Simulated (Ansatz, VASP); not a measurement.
**AlN: VASP beside Ansatz**

Contents of INCAR:

```
  PREC = Accurate
  ENCUT = 520
  EDIFF = 1E-7
  ISMEAR = -1
  SIGMA = 0.02
  LREAL = F
  LASPH = T
  NELM = 80
  ALGO = Normal
  ISIF = 2
  LWAVE = F
  LCHARG = F
  GGA = PE
  NBANDS = 16
```

File KPOINTS:

```
regular mesh
0
Gamma
  12 12 6
```

POSCAR

```
AlN
1.0
    2.9513590734      0.0000000000      0.0000000000
   -1.4756795367      2.5559519332      0.0000000000
    0.0000000000      0.0000000000      4.7296619702
Al N
2 2
Direct
    0.3333333333      0.6666666667     -0.0037165980
    0.6666666667      0.3333333333      0.4962834020
    0.3333333333      0.6666666667      0.3787165980
    0.6666666667      0.3333333333      0.8787165980
```

Input for Ansatz:

```yaml
crystal:
  lattice:
    - [2.9513590734, 0.0, 0.0]
    - [-1.4756795367, 2.5559519332, 0.0]
    - [0.0, 0.0, 4.7296619702]
  atoms:
    - { symbol: Al, position: [0.3333333333, 0.6666666667, -0.003716598] }
    - { symbol: Al, position: [0.6666666667, 0.3333333333, 0.496283402] }
    - { symbol: "N", position: [0.3333333333, 0.6666666667, 0.378716598] }
    - { symbol: "N", position: [0.6666666667, 0.3333333333, 0.878716598] }
kpoints:
  mp_grid: { grid: [12, 12, 6] }
  band_path:
    path:
      - [0.0, 0.0, 0.0]
      - [0.5, 0.0, 0.0]
      - [0.3333333333, 0.3333333333, 0.0]
      - [0.0, 0.0, 0.5]
      - [0.5, 0.0, 0.5]
      - [0.3333333333, 0.3333333333, 0.5]
    npoints: 1
hamiltonian:
  xc: pbe
scf:
  occupations: { method: fermi_dirac, width: 0.02 }
  n_extra_bands: 5
output:
  forces: true
  stress: true
  eigenvalues: true
```

Change from the starting cell: hydrostatic strain -5.0%.

Alike in both runs: task single point; functional PBE; k mesh 12 × 12 × 6; occupations fermi-dirac, width 0.02 eV; no spin polarisation.

|  | VASP | Ansatz |
| --- | --- | --- |
| version | VASP 6.6.1 | Ansatz 0.2.0 |
| potentials or method | VASP PAW PBE potentials, release 64 (Al, N) | plane waves, PAW |
| plane-wave cutoff (eV) | 520 | 420 |
| valence electrons in the cell | 16 | 16 |

Ansatz gave:

* gap on the k mesh at the Fermi level (eV): 5.11
* pressure (GPa): 48.1
* traceless stress, the component that is largest in VASP (GPa): -2.97
* rms of the force components (eV/Å): 0.003

**Question.** Estimate VASP's values.

**Answer.** gap on the k mesh at the Fermi level (eV): 5.10; pressure (GPa): 48.1; traceless stress, the component that is largest in VASP (GPa): -2.97; rms of the force components (eV/Å): 0.003.

Atom by atom the forces differ by 0.000 eV/Å (rms over components). Both programs put the cell under a high pressure, so it lies far from rest at this level. The functional is the same, so the differences come from potentials, cutoffs and numerics.
